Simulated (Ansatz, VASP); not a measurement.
# Two plane-wave programs on HfO2

The input INCAR:

```
  PREC = Accurate
  ENCUT = 520
  EDIFF = 1E-6
  ISMEAR = 0
  SIGMA = 0.05
  LREAL = F
  LASPH = T
  NELM = 80
  ALGO = Normal
  ISIF = 2
  LWAVE = F
  LCHARG = F
  GGA = PS
  NBANDS = 18
```

The input KPOINTS:

```
regular mesh
0
Gamma
  8 8 8
```

POSCAR

```
HfO2
1.0
    0.0000000000      2.4935625000      2.5575000000
    2.6214375000      0.0000000000      2.5575000000
    2.6214375000      2.4935625000      0.0000000000
Hf O
1 2
Direct
    0.0000000000      0.0000000000      0.0000000000
    0.2500000000      0.2500000000      0.2500000000
    0.7500000000      0.7500000000      0.7500000000
```

Input for Ansatz:

```yaml
crystal:
  lattice:
    - [0.0, 2.4935625, 2.5575]
    - [2.6214375, 0.0, 2.5575]
    - [2.6214375, 2.4935625, 0.0]
  atoms:
    - { symbol: Hf, position: [0.0, 0.0, 0.0] }
    - { symbol: O, position: [0.25, 0.25, 0.25] }
    - { symbol: O, position: [0.75, 0.75, 0.75] }
basis:
  ecutwfc: 420
kpoints:
  mp_grid: { grid: [8, 8, 8] }
hamiltonian:
  xc: pbesol
scf:
  occupations: { method: gaussian, width: 0.05 }
output:
  forces: true
  stress: true
  eigenvalues: true
```

Change from the starting cell: strain +0.0250 x Voigt [1, -1, 0, 0, 0, 0], atoms carried along.

Alike in both runs: task single point; functional PBEsol; k mesh 8 × 8 × 8; occupations gaussian, width 0.05 eV; no spin polarisation.

```csv
,VASP,Ansatz
version,VASP 6.6.1,Ansatz 0.2.0
potentials or method,"VASP PAW PBE potentials, release 64 (Hf_pv, O), cutoff 520 eV","scalar-relativistic, plane waves, PAW"
valence electrons in the cell,22,38
```

|  | VASP | Ansatz | Ansatz less VASP |
| --- | --- | --- | --- |
| gap on the k mesh at the Fermi level (eV) | 3.15 | 3.15 | +0.007 |
| least direct gap on the mesh (eV) | 3.27 | 3.27 | -0.004 |
| pressure (GPa) | -13.3 | -10.0 | +3.36 |
| traceless stress, the component that is largest in VASP (GPa) | 11.32 | 11.12 | -0.200 |

VASP's potentials were made for PBE, not for PBEsol. VASP's potentials hold 22 valence electrons a cell and Ansatz's 38, so a difference there can come from the potentials and not from the codes.

Spin-orbit coupling is off throughout.
